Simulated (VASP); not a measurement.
TaN, 2 atoms in the cell. Symmetry: P-6m2, No. 187, hexagonal system. The conventional cell has a = 2.950 Å, b = 2.950 Å, c = 2.898 Å, α = 90.00°, β = 90.00°, γ = 120.00°. Within 3.0 Å of Ta (site symmetry -6m2) lie 6 N at 2.24 Å and 8 Ta at 2.90 to 2.95 Å. Within 3.0 Å of N (site symmetry -6m2) lie 6 Ta at 2.24 Å and 8 N at 2.90 to 2.95 Å. 

- Program: VASP 6.6.1
- Task: single point
- Functional: PBE
- Potentials or basis: VASP PAW PBE potentials, release 64 (Ta_pv, N)
- Cutoff: 520 eV
- k mesh: 21 × 21 × 20
- Occupations: gaussian, width 0.1 eV
- Spin: non-collinear spin, zero start, spin-orbit coupling
- Starting moments: [[0.0, 0.0, 0.0], [0.0, 0.0, 0.0]] μB
- Dipole correction: no
- Further INCAR settings: ALGO = Normal; EDIFF = 1e-07; NBANDS = 28

Potentials or basis: VASP PAW PBE potentials, release 64 (Ta_pv, N).

Command:

```sh
$ cat potpaw_PBE.64/Ta_pv/POTCAR potpaw_PBE.64/N/POTCAR > POTCAR
$ mpirun -np 1 vasp_ncl > vasp.out
```

Hardware: 1 thread of Oxide Virtual Turin-like Processor (shared host).

Q: How long does it take, and how much memory?

A: Run time: 25 min on 1 thread of Oxide Virtual Turin-like Processor, on a shared host, peak memory 0.8 GiB. Counts: scf iterations 13, k points 935.
